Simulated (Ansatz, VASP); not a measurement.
**One calculation of MgO, two programs**

INCAR

```
ALGO = Normal ; EDIFF = 1E-6
ENCUT = 600 ; GGA = PE
GGA_COMPAT = F ; ISIF = 2
ISMEAR = 0 ; LASPH = T
LCHARG = F ; LREAL = F
LWAVE = F ; NBANDS = 11
NELM = 120 ; PREC = Accurate
SIGMA = 0.1
```

File KPOINTS:

```
k-points
0
Gamma
  3 3 4
```

The input POSCAR:

```
MgO
1.0
    2.9380209034      0.0000000000      0.0000000000
   -1.4690104517      2.5444007392      0.0000000000
    0.0000000000      0.0000000000      2.6796800000
Mg O
1 1
Direct
    0.0000000000      0.0000000000      0.0000000000
    0.3333333333      0.6666666667      0.5000000000
```

Input for Ansatz:

```yaml
crystal:
  lattice:
    - [2.9380209034, 0.0, 0.0]
    - [-1.4690104517, 2.5444007392, 0.0]
    - [0.0, 0.0, 2.67968]
  atoms:
    - { symbol: Mg, position: [0.0, 0.0, 0.0] }
    - { symbol: O, position: [0.3333333333, 0.6666666667, 0.5] }
basis:
  ecutwfc: 420
kpoints:
  mp_grid: { grid: [3, 3, 4] }
hamiltonian:
  xc: pbe
scf:
  occupations: { method: gaussian, width: 0.1 }
  n_extra_bands: 5
  eigensolver: { kind: davidson }
  max_iter: 93
output:
  forces: true
  stress: true
  eigenvalues: true
```

Alike in both runs: task single point; functional PBE; k mesh 3 × 3 × 4; occupations gaussian, width 0.1 eV; no spin polarisation.

|  | VASP | Ansatz |
| --- | --- | --- |
| version | VASP 6.6.1 | Ansatz 0.2.0 |
| potentials or method | VASP PAW PBE potentials, release 64 (Mg, O), cutoff 600 eV | scalar-relativistic, plane waves, PAW |
| valence electrons in the cell | 8 | 16 |

```tsv
	VASP	Ansatz	Ansatz less VASP
gap on the k mesh at the Fermi level (eV)	2.96	2.98	+0.020
least direct gap on the mesh (eV)	3.36	3.38	+0.018
pressure (GPa)	-0.6	0.2	+0.83
traceless stress, the component that is largest in VASP (GPa)	-0.52	-0.43	+0.091
```

With one functional, cell and mesh, what is left measures potentials, basis and numerics. VASP's potentials hold 8 valence electrons a cell and Ansatz's 16, so a difference there can come from the potentials and not from the codes.

The k mesh is coarse, so the values compare programs but aren't converged.
